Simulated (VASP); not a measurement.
Al3GaN4, 8 atoms in the cell. Symmetry: Pm, No. 6, monoclinic system. Conventional cell: a = 4.988 Å, b = 3.100 Å, c = 5.365 Å, α = 90.00°, β = 90.04°, γ = 90.00°. Al (site symmetry m) has 4 N at 1.86 to 1.89 Å within 2.5 Å. Al (site symmetry m) has 4 N at 1.88 Å within 2.5 Å. Within 2.5 Å of Al (site symmetry m) lie 4 N at 1.88 to 1.89 Å. Ga (site symmetry m) has 4 N at 1.91 to 1.94 Å within 2.5 Å. Within 2.5 Å of N (site symmetry m) lie 3 Al at 1.88 Å and 1 Ga at 1.94 Å. Within 2.5 Å of N (site symmetry m) lie 4 Al at 1.88 to 1.89 Å. N (site symmetry m) has 2 Al at 1.86 to 1.88 Å and 2 Ga at 1.91 Å within 2.5 Å. N (site symmetry m) has 3 Al at 1.87 to 1.89 Å and 1 Ga at 1.93 Å within 2.5 Å. 

* Program: VASP 6.6.1
* Task: single point
* Functional: PBEsol
* Potentials or basis: VASP PAW PBE potentials, release 64 (Al, Ga_d, N)
* Cutoff: 520 eV
* k mesh: 6 × 8 × 4
* Occupations: gaussian, width 0.02 eV
* Spin: no spin polarisation
* Dipole correction: no
* Further INCAR settings: ALGO = Normal; EDIFF = 1e-07; NBANDS = 31

Potentials or basis: VASP PAW PBE potentials, release 64 (Al, Ga_d, N).

Run with:

```sh
$ cat potpaw_PBE.64/Al/POTCAR potpaw_PBE.64/Ga_d/POTCAR potpaw_PBE.64/N/POTCAR > POTCAR
$ mpirun -np 1 vasp_std > vasp.out
```

Hardware: 1 thread of Intel(R) Xeon(R) 6975P-C (Granite Rapids), on a shared host.

Problem. How long does it take, and how much memory?

Solution. Run time: 63 s on 1 thread of Intel(R) Xeon(R) 6975P-C (Granite Rapids), on a shared host, peak memory 0.28 GiB. Counts: scf iterations 15, k points 70.
